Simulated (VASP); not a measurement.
# ZnSn2N2 (R-3m) in VASP: further runs

Runs on ZnSn2N2. Level: PBE. Tasks: single point, relaxation of cell and atoms.

Everything below comes from runs of VASP 6.6.1. Logs are shortened: lines on timing, memory, paths and dates and some standing lists are left out, and cuts for length are marked.

## 1. The cell of the first run

Symmetry: R-3m, No. 166, trigonal system. Conventional cell: a = 4.429 Å, b = 4.429 Å, c = 17.069 Å, α = 90.00°, β = 90.00°, γ = 120.00°. Zn (site symmetry -3m) has 2 N at 1.87 Å within 2.5 Å. Within 2.8 Å of Sn (site symmetry 3m) lie 4 N at 2.13 to 2.56 Å. Within 2.5 Å of N (site symmetry 3m) lie 1 Zn at 1.87 Å and 1 Sn at 2.13 Å.

## 2. Single point, PBE

Input file INCAR:

```
PREC = Accurate ; ENCUT = 520
EDIFF = 1E-7 ; ISMEAR = 0
SIGMA = 0.1 ; LREAL = F
LASPH = T ; NELM = 60
ALGO = Normal ; ISIF = 2
LWAVE = F ; LCHARG = F
GGA = PE ; NBANDS = 33
```

Input file KPOINTS:

```
Automatic mesh
0
Gamma
  6 6 6
```

Input file POSCAR:

```
ZnSn2N2
1.0
    2.2142596803      1.2784034247      5.6896150792
   -2.2142596803      1.2784034247      5.6896150792
    0.0000000000     -2.5568068426      5.6896150807
Zn Sn N
1 2 2
Direct
    0.0000000000      0.0000000000      0.0000000000
    0.7655931034      0.7655931034      0.7655931034
    0.2344068966      0.2344068966      0.2344068966
    0.8906130318      0.8906130318      0.8906130318
    0.1093869682      0.1093869682      0.1093869682
```

Potentials or basis: VASP PAW PBE potentials, release 64 (Zn, Sn_d, N).

On the command line:

```
> cat potpaw_PBE.64/Zn/POTCAR potpaw_PBE.64/Sn_d/POTCAR potpaw_PBE.64/N/POTCAR > POTCAR
> mpirun -np 1 vasp_std > vasp.out
```

OUTCAR:

```text
PREC = Accurate
   ENCUT = 520
   EDIFF = 1E-7
   ISMEAR = 0
   LREAL = F
   LASPH = T
   NELM = 60
   ISIF = 2
   GGA = PE

 ion  position               nearest neighbor table
   1  0.000  0.000  0.000-   4 1.87   5 1.87   2 3.06   3 3.06   2 3.06   2 3.06   3 3.06   3 3.06

   2  0.766  0.766  0.766-   4 2.13   5 2.56   5 2.56   5 2.56   1 3.06   1 3.06   1 3.06   3 3.45
                             3 3.45   3 3.45
   3  0.234  0.234  0.234-   5 2.13   4 2.56   4 2.56   4 2.56   1 3.06   1 3.06   1 3.06   2 3.45
                             2 3.45   2 3.45
   4  0.891  0.891  0.891-   1 1.87   2 2.13   3 2.56   3 2.56   3 2.56
   5  0.109  0.109  0.109-   1 1.87   3 2.13   2 2.56   2 2.56   2 2.56

  LATTYP: Found a trigonal (rhomboedric) cell.
 ALAT       =     6.2377063892
 COS(alpha) =     0.7479787028

  Lattice vectors:

 A1 = (   2.2142596803,   1.2784034247,   5.6896150792)
 A2 = (  -2.2142596803,   1.2784034247,   5.6896150792)
 A3 = (   0.0000000000,  -2.5568068426,   5.6896150807)

Analysis of symmetry for initial positions (statically):
=====================================================================
 Subroutine PRICEL returns:
 Original cell was already a primitive cell.

 Routine SETGRP: Setting up the symmetry group for a
 trigonal (rhombohedral) supercell.

 Subroutine GETGRP returns: Found 12 space group operations
 (whereof 12 operations were pure point group operations)
 out of a pool of 12 trial point group operations.

The static configuration has the point symmetry D_3d.

Analysis of symmetry for dynamics (positions and initial velocities):
=====================================================================
 Subroutine PRICEL returns:
 Original cell was already a primitive cell.

 Routine SETGRP: Setting up the symmetry group for a
 trigonal (rhombohedral) supercell.

 Subroutine GETGRP returns: Found 12 space group operations
 (whereof 12 operations were pure point group operations)
 out of a pool of 12 trial point group operations.

The dynamic configuration has the point symmetry D_3d.

 Subroutine INISYM returns: Found 12 space group operations
 (whereof 12 operations are pure point group operations),
 and found     1 'primitive' translations

----------------------------------------------------------------------------------------

                                     Primitive cell

  volume of cell :      96.6341

  direct lattice vectors                    reciprocal lattice vectors
     2.214259680  1.278403425  5.689615079     0.225809107  0.130370948  0.058586271
    -2.214259680  1.278403425  5.689615079    -0.225809107  0.130370948  0.058586271
     0.000000000 -2.556806843  5.689615081     0.000000000 -0.260741897  0.058586272

  length of vectors
     6.237706389  6.237706389  6.237706389     0.267242751  0.267242751  0.267242751

  position of ions in fractional coordinates (direct lattice)
     0.000000000  0.000000000  0.000000000
     0.765593103  0.765593103  0.765593103
     0.234406897  0.234406897  0.234406897
     0.890613032  0.890613032  0.890613032
     0.109386968  0.109386968  0.109386968

  ion indices of the primitive-cell ions
   primitive index   ion index
                 1           1
                 2           2
                 3           3
                 4           4
                 5           5

----------------------------------------------------------------------------------------

 KPOINTS: Automatic mesh

Automatic generation of k-mesh.
 Grid dimensions read from file:
 generate k-points for:    6    6    6

 Generating k-lattice:

  Cartesian coordinates                     Fractional coordinates (reciprocal lattice)
     0.037634851  0.021728491  0.009764379     0.166666667  0.000000000  0.000000000
    -0.037634851  0.021728491  0.009764379     0.000000000  0.166666667  0.000000000
     0.000000000 -0.043456983  0.009764379    -0.000000000 -0.000000000  0.166666667

  Length of vectors
     0.044540459  0.044540459  0.044540459

  Shift w.r.t. Gamma in fractional coordinates (k-lattice)
     0.000000000  0.000000000  0.000000000

 Subroutine IBZKPT returns following result:
 ===========================================

 Found     32 irreducible k-points:

 Following reciprocal coordinates:
            Coordinates               Weight
  0.000000  0.000000  0.000000      1.000000
  0.166667  0.000000 -0.000000      6.000000
  0.333333  0.000000 -0.000000      6.000000
  0.500000  0.000000 -0.000000      3.000000
  0.166667  0.166667 -0.000000      6.000000
  0.333333  0.166667  0.000000     12.000000
[... 16 lines left out ...]
  0.500000  0.500000  0.166667      6.000000
 -0.333333  0.500000  0.166667     12.000000
 [... further k-points ...]
   k-points           NKPTS =     32   k-points in BZ     NKDIM =     32   number of bands    NBANDS=     33
   number of dos      NEDOS =    301   number of ions     NIONS =      5
   total plane-waves  NPLWV = 110592
   dimension x,y,z NGX =    48 NGY =   48 NGZ =   48
   dimension x,y,z NGXF=    96 NGYF=   96 NGZF=   96
   ions per type =               1   2   2
   NGX,Y,Z   is equivalent  to a cutoff of  12.79, 12.79, 12.79 a.u.
   NGXF,Y,Z  is equivalent  to a cutoff of  25.59, 25.59, 25.59 a.u.
 SYSTEM =  unknown system
   PREC   = accura    normal or accurate (medium, high low for compatibility)
   ISTART =      0    job   : 0-new  1-cont  2-samecut
   ICHARG =      2    charge: 1-file 2-atom 10-const
   ISPIN  =      1    spin polarized calculation?
   LNONCOLLINEAR =      F non collinear calculations
   LSORBIT =      F    spin-orbit coupling
   LASPH  =      T    aspherical Exc in radial PAW
   ENCUT  =  520.0 eV  38.22 Ry    6.18 a.u.  11.60 11.60 11.60*2*pi/ulx,y,z
   NELM   =     60;   NELMIN=  2; NELMDL= -5     # of ELM steps
   EDIFF  = 0.1E-06   stopping-criterion for ELM
   LREAL  =      F    real-space projection
   EDIFFG = 0.1E-05   stopping-criterion for IOM
   NSW    =      0    number of steps for IOM
   IBRION =     -1    ionic relax: 0-MD 1-quasi-New 2-CG
   NFREE  =      0    steps in history (QN), initial steepest desc. (CG)
   ISIF   =      2    stress and relaxation
   ISYM   =      2    0-nonsym 1-usesym 2-fastsym
   POTIM  = 0.5000    time-step for ionic-motion
   TEBEG  =    0.0;   TEEND  =   0.0 temperature during run
   PSTRESS=    0.0 pullay stress
   NELECT =      50.0000    total number of electrons
   NUPDOWN=      -1.0000    fix difference up-down
   EMIN   =  10.00;   EMAX   =-10.00  energy-range for DOS
   EFERMI =   0.00;   METHOD = LEGACY
   ISMEAR =     0;   SIGMA  =   0.10  broadening in eV -4-tet -1-fermi 0-gaus
   EFERMI_NEDOS =   21; number of points for ismear=-14 and -15
   IALGO  =     38    algorithm
   IMIX   =      4    mixing-type and parameters
     AMIX     =   0.40;   BMIX     =  1.00
     AMIX_MAG =   1.60;   BMIX_MAG =  1.00
  volume/ion in A,a.u.               =      19.33       130.42
  Fermi-wavevector in a.u.,A,eV,Ry     =   1.314280  2.483629 23.501784  1.727332
  Thomas-Fermi vector in A             =   2.444544
   LORBIT       =      0    0 simple, 1 ext, 2 COOP (PROOUT), +10 PAW based schemes
   GGA     = PE    functional components
   LHFCALC =     F    Hartree Fock is set to
   AEXX    =    0.0000 exact exchange contribution
   IVDW    =     0    specifies the selected vdW correction
   LEPSILON=     F    determine dielectric tensor
   LRPA    =     F    only Hartree local field effects (RPA)
 non-spin polarized calculation
 Gauss-broadening in eV      SIGMA  =   0.10
  energy-cutoff  :      520.00
  volume of cell :       96.63
 maximum number of plane-waves:      2628
 NGX is ok and might be reduce to    48
   NGX = 23   NGY = 23   NGZ = 23

 number of electron      50.0000002 magnetization

 Free energy of the ion-electron system (eV)
  ---------------------------------------------------
  ext. energy  EPLUGINS =         0.00000000
  ---------------------------------------------------
  free energy    TOTEN  =       -22.80994308 eV

  energy without entropy =      -22.80994085  energy(sigma->0) =      -22.80994197

 E-fermi :   5.3717     XC(G=0):  -9.8387

 val. band max:        5.0993533638   @ k =   0.5000   0.5000  -0.0000
 cond. band min:       5.6345418919   @ k =   0.5000   0.5000   0.5000
 fundamental gap:      0.5351885281
 Fermi energy:         5.3716822113

 k-point     1 :       0.0000    0.0000    0.0000
  band No.  band energies     occupation
      1     -16.2580      2.00000
      2     -16.2515      2.00000
      3     -16.2515      2.00000
      4     -16.2482      2.00000
      5     -16.2482      2.00000
      6     -16.1572      2.00000
[... 25 lines left out ...]
     32      11.1642      0.00000
     33      11.1648      0.00000

 k-point     2 :       0.1667    0.0000   -0.0000
  band No.  band energies     occupation
      1     -16.2753      2.00000
      2     -16.2506      2.00000
      3     -16.2498      2.00000
      4     -16.2410      2.00000
      5     -16.2243      2.00000
      6     -16.1590      2.00000
[... 25 lines left out ...]
     32      10.9359      0.00000
     33      11.4392      0.00000

 k-point     3 :       0.3333    0.0000   -0.0000
  band No.  band energies     occupation
      1     -16.2847      2.00000
      2     -16.2546      2.00000
      3     -16.2439      2.00000
      4     -16.2283      2.00000
      5     -16.1935      2.00000
      6     -16.1635      2.00000
[... 25 lines left out ...]
     32      10.9826      0.00000
     33      12.3208      0.00000

 k-point     4 :       0.5000    0.0000   -0.0000
  band No.  band energies     occupation
      1     -16.2871      2.00000
      2     -16.2562      2.00000
      3     -16.2406      2.00000
      4     -16.2217      2.00000
      5     -16.1811      2.00000
      6     -16.1663      2.00000
[... 673 lines left out ...]
     32      11.4059      0.00000
     33      11.8986      0.00000

 k-point    23 :       0.5000    0.5000    0.1667
  band No.  band energies     occupation
      1     -16.2897      2.00000
      2     -16.2536      2.00000
      3     -16.2447      2.00000
      4     -16.2277      2.00000
      5     -16.1917      2.00000
      6     -16.1681      2.00000
[... 25 lines left out ...]
     32      10.9141      0.00000
     33      11.8729      0.00000

 k-point    24 :      -0.3333    0.5000    0.1667
  band No.  band energies     occupation
      1     -16.2868      2.00000
      2     -16.2603      2.00000
      3     -16.2433      2.00000
      4     -16.2211      2.00000
      5     -16.1816      2.00000
      6     -16.1738      2.00000
[... 25 lines left out ...]
     32      11.2449      0.00000
     33      12.1625      0.00000

 [... further k-points ...]
[... 5 lines left out ...]
  --------------------------------------------------------------------------------------
  -------------------------------------------------------------------------------------
  Total       -0.0230326     -0.0230326      0.4765923      0.0000000      0.0000000      0.0000000
  in kB       -0.3818757     -0.3818757      7.9018182      0.0000000      0.0000000      0.0000000
  external PRESSURE =       2.3793556 kB  Pullay stress =       0.0000000 kB

 VOLUME and BASIS-vectors are now :
 -----------------------------------------------------------------------------
  energy-cutoff  :      520.00
  volume of cell :       96.63
      direct lattice vectors                 reciprocal lattice vectors
     2.214259680  1.278403425  5.689615079     0.225809107  0.130370948  0.058586271
    -2.214259680  1.278403425  5.689615079    -0.225809107  0.130370948  0.058586271
     0.000000000 -2.556806843  5.689615081     0.000000000 -0.260741897  0.058586272

 POSITION                                       TOTAL-FORCE (eV/Angst)
 -----------------------------------------------------------------------------------
      0.00000      0.00000      0.00000         0.000000      0.000000      0.000000
      0.00000      0.00000     13.06779         0.000000     -0.000000     -0.008376
      0.00000      0.00000      4.00106         0.000000      0.000000      0.008376
      0.00000      0.00000     15.20174         0.000000     -0.000000     -0.094865
      0.00000      0.00000      1.86711         0.000000      0.000000      0.094865
 -----------------------------------------------------------------------------------
    total drift:                               -0.000000      0.000000     -0.000000

  FREE ENERGIE OF THE ION-ELECTRON SYSTEM (eV)
  ---------------------------------------------------
  free  energy   TOTEN  =       -22.8099430795 eV

  energy  without entropy=      -22.8099408522  energy(sigma->0) =      -22.80994197
```

Wall time 100 s (1 thread of Intel Xeon 6975P-C (Granite Rapids), shared host); peak memory 0.37 GiB.

What came out:

```
Free energy            : -22.8099 eV
Pressure               : 0.2 GPa
Largest force          : 0.095 eV/Å
Band gap on the k mesh : 0.54 eV, indirect (least direct gap 0.66 eV)
```

Forces in eV/Å, atoms in the order of the input:
```
Zn   0.000  0.000  0.000
Sn   0.000  0.000 -0.008
Sn   0.000  0.000  0.008
N    0.000  0.000 -0.095
N    0.000  0.000  0.095
```

Caveat: spin-orbit coupling is left out, which moves the levels of the heavy elements. A k mesh can miss the band edges.

## 3. Single point, PBE

This run uses another cell than the first one, of 19.89 Å³/atom, 1.029 times its volume.

Input file INCAR:

```
SYSTEM = ZnSn2N2
  ALGO = Normal
  EDIFF = 1E-7
  ENCUT = 520
  GGA = PE
  ISIF = 2
  ISMEAR = 0
  LASPH = .True.
  LCHARG = .False.
  LREAL = .False.
  LWAVE = .False.
  NBANDS = 33
  NELM = 100
  PREC = Accurate
  SIGMA = 0.1
```

Input file KPOINTS:

```
k-points
0
Gamma
  6 6 6
  0 0 0
```

Input file POSCAR:

```
ZnSn2N2
1.0
    2.6289385600      1.5178183900      4.1546453200
   -2.6289385600      1.5178183900      4.1546453200
    0.0000000000     -3.0356367700      4.1546453200
Zn Sn N
1 2 2
Direct
    0.0000000000      0.0000000000      0.0000000000
    0.6804684800      0.6804684800      0.6804684800
    0.3195315200      0.3195315200      0.3195315200
    0.8136094000      0.8136094000      0.8136094000
    0.1863906000      0.1863906000      0.1863906000
```

Potentials or basis: VASP PAW PBE potentials, release 64 (Zn, Sn_d, N).

On the command line:

```
> cat potpaw_PBE.64/Zn/POTCAR potpaw_PBE.64/Sn_d/POTCAR potpaw_PBE.64/N/POTCAR > POTCAR
> mpirun -np 1 vasp_std > vasp.out
```

Run time: 76 s. Hardware: 1 thread of Intel Xeon 6975P-C (Granite Rapids), shared host; peak memory 0.29 GiB.

The run converged. Its results:

| Property | Result |
| --- | --- |
| Free energy | -15.0824 eV |
| Pressure | 23.9 GPa |
| Largest force | 14.145 eV/Å |
| Band gap on the k mesh | 0.27 eV, indirect (least direct gap 0.35 eV) |

Forces on the atoms (eV/Å):
```
Zn    0.000   0.000   0.000
Sn    0.000   0.000 -11.573
Sn    0.000   0.000  11.573
N     0.000   0.000  14.145
N     0.000   0.000 -14.145
```

Stress tensor (GPa, compression positive):
```
10.85  0.00  0.00
 0.00 10.85  0.00
 0.00  0.00 50.08
```

Levels at points of the mesh, in eV from the valence-band top:
```csv
k point,band 21,band 22,band 23,band 24,band 25,band 26,band 27,band 28,band 29,band 30
"(0.00, 0.00, 0.00)",-2.59,-2.59,-0.55,-0.52,-0.52,0.76,0.76,1.40,1.40,2.33
"(0.50, 0.00, 0.00)",-2.96,-2.65,-1.83,-0.35,-0.30,0.60,1.22,4.63,5.75,5.76
"(0.50, 0.50, 0.00)",-2.08,-1.53,-1.25,-0.69,-0.29,0.47,1.21,4.38,4.74,6.27
"(0.50, 0.50, 0.50)",-2.40,-2.16,-2.16,-0.60,-0.44,1.96,2.16,2.16,2.40,2.40
```

Caveat: spin-orbit coupling is left out, which moves the levels of the heavy elements; forces of over 1 eV/Å act on the atoms, so gaps and moduli don't describe the material at rest.

## 4. Relaxation of cell and atoms, PBE

This run uses another cell than the first one, of 19.89 Å³/atom, 1.029 times its volume.

Input file INCAR:

```
SYSTEM = ZnSn2N2
PREC = Accurate
ENCUT = 600
EDIFF = 1E-6
ISMEAR = 0
SIGMA = 0.1
LREAL = .FALSE.
LASPH = .TRUE.
NELM = 60
ALGO = Normal
ISIF = 3
LWAVE = .FALSE.
LCHARG = .FALSE.
GGA = PE
IBRION = 2
NSW = 90
EDIFFG = -0.04
```

Input file KPOINTS:

```
Automatic mesh
0
G
  6 6 6
  0 0 0
```

POSCAR is that of step 3.

On the command line:

```
> cat potpaw_PBE.64/Zn/POTCAR potpaw_PBE.64/Sn_d/POTCAR potpaw_PBE.64/N/POTCAR > POTCAR
> mpirun -np 1 vasp_std > vasp.out
```

Wall time 25 min (1 thread of Intel Xeon 6975P-C (Granite Rapids), shared host); peak memory 0.36 GiB.

Results (log left out):

```yaml
Free_energy: -20.8152 eV
Relaxed_volume: 26.08 Å³/atom
Relaxed_cell: a = 5.223 Å, b = 5.223 Å, c = 5.223 Å, α = 75.16°, β = 75.16°, γ = 75.16°
Space_group_after_relaxing_to_0.05_Å: R-3m (No. 166)
Energy_gained_by_relaxing: 1146.0 meV/atom
Ionic_steps: 30
Pressure_after_relaxing: 0.0 GPa
Largest_force_after_relaxing: 0.029 eV/Å
Band_gap_on_the_k_mesh: 0.09 eV, indirect (least direct gap 0.50 eV)
```

Forces on the atoms (eV/Å):
```
Zn   0.000  0.000  0.000
Sn   0.000  0.000 -0.009
Sn   0.000  0.000  0.009
N    0.000  0.000 -0.029
N    0.000  0.000  0.029
```

Step by step:
| step | energy change (eV) | largest force (eV/Å) | pressure (GPa) | volume (Å³) |
| --- | --- | --- | --- | --- |
| 1 | 0.0000 | 14.1480 | 23.89 | 99.47 |
| 2 | 0.0512 | 1.9689 | -10.33 | 146.57 |
| 3 | -0.0483 | 1.8671 | -10.36 | 143.55 |
| 4 | -0.1651 | 1.7490 | -10.44 | 140.54 |
| 5 | -1.7915 | 1.1869 | -10.75 | 119.14 |
| 6 | -3.0693 | 1.5358 | -8.07 | 109.09 |
| 7 | -3.4670 | 1.7758 | -3.29 | 104.23 |
| 8 | -3.4709 | 2.2642 | -1.51 | 103.11 |
| 9 | -3.4754 | 2.0497 | -2.26 | 103.56 |
| 10 | -4.6781 | 2.1976 | -0.53 | 100.99 |
| 11 | 7.7039 | 36.6268 | 80.58 | 89.95 |
| 12 | -4.4399 | 3.6996 | 3.21 | 100.43 |
| 13 | -4.6906 | 3.0698 | 17.21 | 95.76 |
| 14 | -4.9425 | 3.4270 | 7.61 | 98.36 |
| 15 | -4.9481 | 2.8632 | 13.12 | 96.68 |
| 16 | -5.0090 | 2.7399 | 10.56 | 97.38 |
| 17 | -5.2123 | 1.1467 | 9.51 | 99.18 |
| 18 | -5.2145 | 1.2680 | 9.53 | 99.03 |
| 19 | -5.3807 | 0.5335 | 5.69 | 101.40 |
| 20 | -5.4410 | 0.3901 | 0.82 | 105.16 |
| 21 | -5.4461 | 0.2185 | 1.69 | 104.37 |
| 22 | -5.4663 | 0.1980 | 1.54 | 105.22 |
| 23 | -5.5206 | 0.1391 | 1.35 | 107.77 |
| 24 | -5.6103 | 0.0363 | 0.97 | 112.95 |
| 25 | -5.7042 | 0.5971 | 1.04 | 123.63 |
| 26 | -5.7061 | 0.8081 | 1.15 | 126.42 |
| 27 | -5.7285 | 0.1020 | -0.30 | 130.33 |
| 28 | -5.7285 | 0.1106 | -0.26 | 130.28 |
| 29 | -5.7301 | 0.0076 | -0.05 | 130.35 |
| 30 | -5.7302 | 0.0291 | -0.01 | 130.38 |

Final structure:
```xyz
5
Lattice="3.1858 1.8393 3.7085 -3.1858 1.8393 3.7085 0.0000 -3.6786 3.7085" Properties=species:S:1:pos:R:3 pbc="T T T"
Zn    0.0000    0.0000    0.0000
Sn    0.0000    0.0000    7.4235
Sn    0.0000    0.0000    3.7019
N     0.0000    0.0000    9.3414
N     0.0000    0.0000    1.7840
```

Levels at points of the mesh, in eV from the valence-band top:
```
           k point  band 23  band 24  band 25  band 26  band 27  band 28
(0.00, 0.00, 0.00)    -0.70    -0.60    -0.60     1.68     1.68     1.76
(0.50, 0.00, 0.00)    -0.77    -0.71    -0.41     0.09     2.20     3.60
(0.50, 0.50, 0.00)    -0.81    -0.75     0.00     1.83     2.12     2.64
(0.50, 0.50, 0.50)    -1.25    -1.25    -1.21     1.84     1.84     3.86
```

Caveat: the volume moved by over 15 % at a fixed basis, so the end points are rough; spin-orbit coupling is left out, which moves the levels of the heavy elements.

## 5. Overview

```tsv
task	cell	cutoff (eV)	gap on the mesh (eV)	pressure (GPa)	largest force (eV/Å)
single point	a = 6.238 Å, angles 41.6°, 5 atoms	520	0.54	0.2	0.09
single point	a = 5.145 Å, angles 61.5°, 5 atoms	520	0.27	23.9	14.15
relaxation of cell and atoms	relaxed from a = 5.145 Å, angles 61.5°, 5 atoms	600	0.09	0.0	0.03
```

Alike in all rows: level PBE; potentials or basis VASP PAW PBE potentials, release 64 (Zn, Sn_d, N); no spin polarisation; k mesh 6 × 6 × 6; smearing gaussian 0.1 eV.

Caveats: spin-orbit coupling is left out, which moves the levels of the heavy elements; forces of over 1 eV/Å act on the atoms, so gaps and moduli don't describe the material at rest (some runs); the volume moved by over 15 % at a fixed basis, so the end points are rough (some runs).

Total energies depend on the potentials used, so only differences within one code and one set of settings carry meaning.
